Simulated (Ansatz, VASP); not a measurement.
## Ir: VASP beside Ansatz

File INCAR:

```
SYSTEM = Ir
ALGO = Normal
EDIFF = 1E-6
EDIFFG = -0.005
ENCUT = 600
GGA = PE
IBRION = 2
ISIF = 3
ISMEAR = -1
LASPH = .True.
LCHARG = .False.
LREAL = .False.
LWAVE = .False.
NELM = 80
NSW = 100
PREC = Accurate
SIGMA = 0.03
```

KPOINTS

```
k-points
0
Gamma
  15 15 8
  0 0 0
```

File POSCAR:

```
Ir
1.0
    2.5654143566      0.0000000000      0.0000000000
   -1.2827071783      2.2217140041      0.0000000000
    0.0000000000      0.0000000000      4.1559712577
Ir
2
Direct
    0.3333333333      0.6666666667      0.2500000000
    0.6666666667      0.3333333333      0.7500000000
```

Input for Ansatz:

```yaml
crystal:
  lattice:
    - [2.5654143566, 0.0, 0.0]
    - [-1.2827071783, 2.2217140041, 0.0]
    - [0.0, 0.0, 4.1559712577]
  atoms:
    - { symbol: Ir, position: [0.3333333333, 0.6666666667, 0.25] }
    - { symbol: Ir, position: [0.6666666667, 0.3333333333, 0.75] }
kpoints:
  mp_grid: { grid: [15, 15, 8] }
scf:
  occupations: { method: fermi_dirac, width: 0.03 }
hamiltonian:
  xc: pbe
  pseudopotentials: { kind: paw }
output:
  forces: true
  stress: true
relax:
  f_tol: 0.005
  max_steps: 80
  cell: {}
```

Alike in both runs: task relaxation of cell and atoms; functional PBE; k mesh 15 × 15 × 8; occupations fermi-dirac, width 0.03 eV; no spin polarisation.

|  | VASP | Ansatz |
| --- | --- | --- |
| version | VASP 6.6.1 | Ansatz 0.2.0 |
| potentials or method | VASP PAW PBE potentials, release 64 (Ir) | PAW with Ansatz's default frozen-core files, scalar-relativistic |
| plane-wave cutoff (eV) | 600 | 420 |
| valence electrons in the cell | 18 | 34 |

```tsv
	VASP	Ansatz	Ansatz less VASP
relaxed volume (Å³/atom)	14.59	14.56	-0.023
relaxed length of the cell vector where the two differ most in proportion (Å)	4.455	4.452	-0.0036
```

VASP's potentials hold 18 valence electrons a cell and Ansatz's 34, so a difference there can come from the potentials and not from the codes.

Spin-orbit coupling is off throughout. Noted on VASP's run: the volume moved by over 15 % at a fixed basis, so the end points are rough.
